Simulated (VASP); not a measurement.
# SiNi3 (Pm-3m) in VASP: further runs

The runs below take SiNi3 through single point, relaxation of cell and atoms, with r2SCAN.

All numbers are computed with VASP 6.6.1; they aren't measurements. Logs are shortened: lines on timing, memory, paths and dates and some standing lists are left out, and cuts for length are marked.

### 1 The cell of the first run

The structure is cubic, space group Pm-3m (No. 221). Conventional cell: a = 3.532 Å, b = 3.532 Å, c = 3.532 Å, α = 90.00°, β = 90.00°, γ = 90.00°. Si (site symmetry m-3m) has 12 Ni at 2.50 Å within 3.3 Å. Ni (site symmetry 4/mmm) has 4 Si at 2.50 Å and 8 Ni at 2.50 Å within 3.3 Å.

### 2 Single point, r2SCAN (volume scaled by 1.06)

Contents of POSCAR:

```
SiNi3
1.0
    3.5324564107      0.0000000000      0.0000000000
    0.0000000000      3.5324564107      0.0000000000
    0.0000000000      0.0000000000      3.5324564107
Si Ni
1 3
Direct
    0.0000000000      0.0000000000      0.0000000000
    0.0000000000      0.5000000000      0.5000000000
    0.5000000000      0.0000000000      0.5000000000
    0.5000000000      0.5000000000      0.0000000000
```

Contents of INCAR.step1:

```
SYSTEM = SiNi3
PREC = Accurate ; ENCUT = 520
ISMEAR = 0 ; SIGMA = 0.1
LREAL = .False. ; LASPH = .True.
NELM = 80 ; NBANDS = 25
GGA = PE ; ALGO = Normal
EDIFF = 1E-4 ; LWAVE = .True.
LCHARG = .False.
```

Contents of INCAR.step2:

```
SYSTEM = SiNi3
PREC = Accurate ; ENCUT = 520
EDIFF = 1E-6 ; ISMEAR = 0
SIGMA = 0.1 ; LREAL = .False.
LASPH = .True. ; NELM = 80
ALGO = Normal ; ISIF = 2
LWAVE = .False. ; LCHARG = .False.
METAGGA = R2SCAN ; LMIXTAU = .True.
NBANDS = 25 ; ISTART = 1
```

Contents of KPOINTS:

```
regular mesh
0
Gamma
  12 12 12
  0 0 0
```

Potentials or basis: VASP PAW PBE potentials, release 64 (Si, Ni).

The run is started by

```sh
cat potpaw_PBE.64/Si/POTCAR potpaw_PBE.64/Ni/POTCAR > POTCAR
cp INCAR.step1 INCAR
mpirun -np 1 vasp_std > vasp.out
cp INCAR.step2 INCAR
mpirun -np 1 vasp_std > vasp.out
```

OUTCAR:

```text
SYSTEM = SiNi3
   PREC = Accurate
   ENCUT = 520
   EDIFF = 1E-6
   ISMEAR = 0
   LREAL = .False.
   LASPH = .True.
   NELM = 80
   ISIF = 2
   METAGGA = R2SCAN
   ISTART = 1

 ion  position               nearest neighbor table
   1  0.000  0.000  0.000-   2 2.50   3 2.50   4 2.50   2 2.50   3 2.50   2 2.50   4 2.50   2 2.50
                             3 2.50   4 2.50   3 2.50   4 2.50
   2  0.000  0.500  0.500-   1 2.50   3 2.50   4 2.50   1 2.50   4 2.50   1 2.50   3 2.50   1 2.50
                             3 2.50   4 2.50   4 2.50   3 2.50
   3  0.500  0.000  0.500-   1 2.50   2 2.50   4 2.50   1 2.50   4 2.50   2 2.50   4 2.50   4 2.50
                             1 2.50   2 2.50   1 2.50   2 2.50
   4  0.500  0.500  0.000-   1 2.50   2 2.50   3 2.50   2 2.50   3 2.50   1 2.50   3 2.50   3 2.50
                             1 2.50   2 2.50   2 2.50   1 2.50

  LATTYP: Found a simple cubic cell.
 ALAT       =     3.5324564107

  Lattice vectors:

 A1 = (   3.5324564107,   0.0000000000,   0.0000000000)
 A2 = (   0.0000000000,   3.5324564107,   0.0000000000)
 A3 = (   0.0000000000,   0.0000000000,   3.5324564107)

Analysis of symmetry for initial positions (statically):
=====================================================================
 Subroutine PRICEL returns:
 Original cell was already a primitive cell.

 Routine SETGRP: Setting up the symmetry group for a
 simple cubic supercell.

 Subroutine GETGRP returns: Found 48 space group operations
 (whereof 48 operations were pure point group operations)
 out of a pool of 48 trial point group operations.

The static configuration has the point symmetry O_h .

Analysis of symmetry for dynamics (positions and initial velocities):
=====================================================================
 Subroutine PRICEL returns:
 Original cell was already a primitive cell.

 Routine SETGRP: Setting up the symmetry group for a
 simple cubic supercell.

 Subroutine GETGRP returns: Found 48 space group operations
 (whereof 48 operations were pure point group operations)
 out of a pool of 48 trial point group operations.

The dynamic configuration has the point symmetry O_h .

 Subroutine INISYM returns: Found 48 space group operations
 (whereof 48 operations are pure point group operations),
 and found     1 'primitive' translations

----------------------------------------------------------------------------------------

                                     Primitive cell

  volume of cell :      44.0789

  direct lattice vectors                    reciprocal lattice vectors
     3.532456411  0.000000000  0.000000000     0.283089127  0.000000000  0.000000000
     0.000000000  3.532456411  0.000000000     0.000000000  0.283089127  0.000000000
     0.000000000  0.000000000  3.532456411     0.000000000  0.000000000  0.283089127

  length of vectors
     3.532456411  3.532456411  3.532456411     0.283089127  0.283089127  0.283089127

  position of ions in fractional coordinates (direct lattice)
     0.000000000  0.000000000  0.000000000
     0.000000000  0.500000000  0.500000000
     0.500000000  0.000000000  0.500000000
     0.500000000  0.500000000  0.000000000

  ion indices of the primitive-cell ions
   primitive index   ion index
                 1           1
                 2           2
                 3           3
                 4           4

----------------------------------------------------------------------------------------

 KPOINTS: regular mesh

Automatic generation of k-mesh.
 Grid dimensions read from file:
 generate k-points for:   12   12   12

 Generating k-lattice:

  Cartesian coordinates                     Fractional coordinates (reciprocal lattice)
     0.023590761  0.000000000  0.000000000     0.083333333  0.000000000  0.000000000
     0.000000000  0.023590761  0.000000000     0.000000000  0.083333333  0.000000000
     0.000000000  0.000000000  0.023590761     0.000000000  0.000000000  0.083333333

  Length of vectors
     0.023590761  0.023590761  0.023590761

  Shift w.r.t. Gamma in fractional coordinates (k-lattice)
     0.000000000  0.000000000  0.000000000

 Subroutine IBZKPT returns following result:
 ===========================================

 Found     84 irreducible k-points:

 Following reciprocal coordinates:
            Coordinates               Weight
  0.000000  0.000000  0.000000      1.000000
  0.083333  0.000000  0.000000      6.000000
  0.166667  0.000000  0.000000      6.000000
  0.250000  0.000000  0.000000      6.000000
  0.333333  0.000000  0.000000      6.000000
  0.416667  0.000000  0.000000      6.000000
[... 16 lines left out ...]
  0.333333  0.333333  0.000000     12.000000
  0.416667  0.333333  0.000000     24.000000
 [... further k-points ...]
   k-points           NKPTS =     84   k-points in BZ     NKDIM =     84   number of bands    NBANDS=     25
   number of dos      NEDOS =    301   number of ions     NIONS =      4
   total plane-waves  NPLWV =  21952
   dimension x,y,z NGX =    28 NGY =   28 NGZ =   28
   dimension x,y,z NGXF=    56 NGYF=   56 NGZF=   56
   ions per type =               1   3
   NGX,Y,Z   is equivalent  to a cutoff of  13.18, 13.18, 13.18 a.u.
   NGXF,Y,Z  is equivalent  to a cutoff of  26.35, 26.35, 26.35 a.u.
 SYSTEM =  SiNi3
   PREC   = accura    normal or accurate (medium, high low for compatibility)
   ISTART =      1    job   : 0-new  1-cont  2-samecut
   ICHARG =      0    charge: 1-file 2-atom 10-const
   ISPIN  =      1    spin polarized calculation?
   LNONCOLLINEAR =      F non collinear calculations
   LSORBIT =      F    spin-orbit coupling
   LASPH  =      T    aspherical Exc in radial PAW
   ENCUT  =  520.0 eV  38.22 Ry    6.18 a.u.   6.57  6.57  6.57*2*pi/ulx,y,z
   NELM   =     80;   NELMIN=  2; NELMDL=  0     # of ELM steps
   EDIFF  = 0.1E-05   stopping-criterion for ELM
   LREAL  =      F    real-space projection
   EDIFFG = 0.1E-04   stopping-criterion for IOM
   NSW    =      0    number of steps for IOM
   IBRION =     -1    ionic relax: 0-MD 1-quasi-New 2-CG
   NFREE  =      0    steps in history (QN), initial steepest desc. (CG)
   ISIF   =      2    stress and relaxation
   ISYM   =      2    0-nonsym 1-usesym 2-fastsym
   POTIM  = 0.5000    time-step for ionic-motion
   TEBEG  =    0.0;   TEEND  =   0.0 temperature during run
   PSTRESS=    0.0 pullay stress
   NELECT =      34.0000    total number of electrons
   NUPDOWN=      -1.0000    fix difference up-down
   EMIN   =  10.00;   EMAX   =-10.00  energy-range for DOS
   EFERMI =   0.00;   METHOD = LEGACY
   ISMEAR =     0;   SIGMA  =   0.10  broadening in eV -4-tet -1-fermi 0-gaus
   EFERMI_NEDOS =   21; number of points for ismear=-14 and -15
   IALGO  =     38    algorithm
   IMIX   =      4    mixing-type and parameters
     AMIX     =   0.40;   BMIX     =  1.00
     AMIX_MAG =   1.60;   BMIX_MAG =  1.00
  volume/ion in A,a.u.               =      11.02        74.36
  Fermi-wavevector in a.u.,A,eV,Ry     =   1.501381  2.837199 30.669514  2.254146
  Thomas-Fermi vector in A             =   2.612759
   LORBIT       =      0    0 simple, 1 ext, 2 COOP (PROOUT), +10 PAW based schemes
   METAGGA = R2SCAN    functional components
   LHFCALC =     F    Hartree Fock is set to
   AEXX    =    0.0000 exact exchange contribution
   IVDW    =     0    specifies the selected vdW correction
   LEPSILON=     F    determine dielectric tensor
   LRPA    =     F    only Hartree local field effects (RPA)
 non-spin polarized calculation
 Gauss-broadening in eV      SIGMA  =   0.10
  energy-cutoff  :      520.00
  volume of cell :       44.08
 maximum number of plane-waves:      1213
 NGX is ok and might be reduce to    28
   NGX = 13   NGY = 13   NGZ = 13

 number of electron      33.9999983 magnetization

 Free energy of the ion-electron system (eV)
  ---------------------------------------------------
  ext. energy  EPLUGINS =         0.00000000
  ---------------------------------------------------
  free energy    TOTEN  =       -46.28472976 eV

  energy without entropy =      -46.27380684  energy(sigma->0) =      -46.27926830

 E-fermi :  10.1529     XC(G=0): -14.0446

 val. band max:       10.1512701958   @ k =   0.0833   0.0833   0.0000
 cond. band min:      10.1553805738   @ k =   0.4167   0.4167   0.3333
 fundamental gap:      0.0041103780
 Fermi energy:        10.1528929443

 k-point     1 :       0.0000    0.0000    0.0000
  band No.  band energies     occupation
      1      -2.1596      2.00000
      2       5.2271      2.00000
      3       6.0915      2.00000
      4       6.0915      2.00000
      5       6.6301      2.00000
      6       6.6301      2.00000
[... 17 lines left out ...]
     24      21.1942      0.00000
     25      21.1942      0.00000

 k-point     2 :       0.0833    0.0000    0.0000
  band No.  band energies     occupation
      1      -2.0759      2.00000
      2       5.2431      2.00000
      3       5.9624      2.00000
      4       6.1495      2.00000
      5       6.6185      2.00000
      6       6.6185      2.00000
[... 17 lines left out ...]
     24      20.8852      0.00000
     25      20.9630      0.00000

 k-point     3 :       0.1667    0.0000    0.0000
  band No.  band energies     occupation
      1      -1.8285      2.00000
      2       5.1163      2.00000
      3       5.7107      2.00000
      4       6.3169      2.00000
      5       6.5799      2.00000
      6       6.5799      2.00000
[... 552 lines left out ...]
 k-point    23 :       0.3333    0.3333    0.0000
  band No.  band energies     occupation
      1       0.2103      2.00000
      2       4.2359      2.00000
      3       4.3741      2.00000
      4       6.2153      2.00000
      5       6.4945      2.00000
      6       7.1074      2.00000
[... 17 lines left out ...]
     24      20.3093      0.00000
     25      21.0268      0.00000

 k-point    24 :       0.4167    0.3333    0.0000
  band No.  band energies     occupation
      1       0.6776      2.00000
      2       3.6135      2.00000
      3       4.5682      2.00000
      4       6.1716      2.00000
      5       6.5672      2.00000
      6       7.2662      2.00000
[... 17 lines left out ...]
     24      20.2875      0.00000
     25      21.3364      0.00000

 [... further k-points ...]

------------------------ aborting loop because EDIFF is reached ----------------------------------------

  FORCE on cell =-STRESS in cart. coord.  units (eV):
  Direction    XX          YY          ZZ          XY          YZ          ZX
  --------------------------------------------------------------------------------------
  -------------------------------------------------------------------------------------
  Total       -3.2246389     -3.2246389     -3.2246389      0.0000000      0.0000000      0.0000000
  in kB     -117.2090728   -117.2090728   -117.2090728      0.0000000      0.0000000      0.0000000
  external PRESSURE =    -117.2090728 kB  Pullay stress =       0.0000000 kB

 VOLUME and BASIS-vectors are now :
 -----------------------------------------------------------------------------
  energy-cutoff  :      520.00
  volume of cell :       44.08
      direct lattice vectors                 reciprocal lattice vectors
     3.532456411  0.000000000  0.000000000     0.283089127  0.000000000  0.000000000
     0.000000000  3.532456411  0.000000000     0.000000000  0.283089127  0.000000000
     0.000000000  0.000000000  3.532456411     0.000000000  0.000000000  0.283089127

 POSITION                                       TOTAL-FORCE (eV/Angst)
 -----------------------------------------------------------------------------------
      0.00000      0.00000      0.00000         0.000000      0.000000      0.000000
      0.00000      1.76623      1.76623         0.000000      0.000000      0.000000
      1.76623      0.00000      1.76623         0.000000      0.000000      0.000000
      1.76623      1.76623      0.00000         0.000000      0.000000      0.000000
 -----------------------------------------------------------------------------------
    total drift:                                0.000000      0.000000      0.000000

  FREE ENERGIE OF THE ION-ELECTRON SYSTEM (eV)
  ---------------------------------------------------
  free  energy   TOTEN  =       -46.2847297615 eV

  energy  without entropy=      -46.2738068377  energy(sigma->0) =      -46.27926830
```

It took 4.9 min on 1 thread of Intel Xeon Platinum 8488C (Sapphire Rapids), shared host; peak memory 0.22 GiB.

Results:

```
Free energy            : -46.2847 eV
Pressure               : -11.7 GPa
Band gap on the k mesh : zero (band 17 reaches 10.19 eV, above the bottom of band 18 at 9.93 eV)
```

Caveat: the PAW data sets were made with another functional, which shifts forces and pressure a little. Spin polarisation is off, so any magnetic state and its effect on volume and gap are missing.

(Continued in part 2 of 2.)
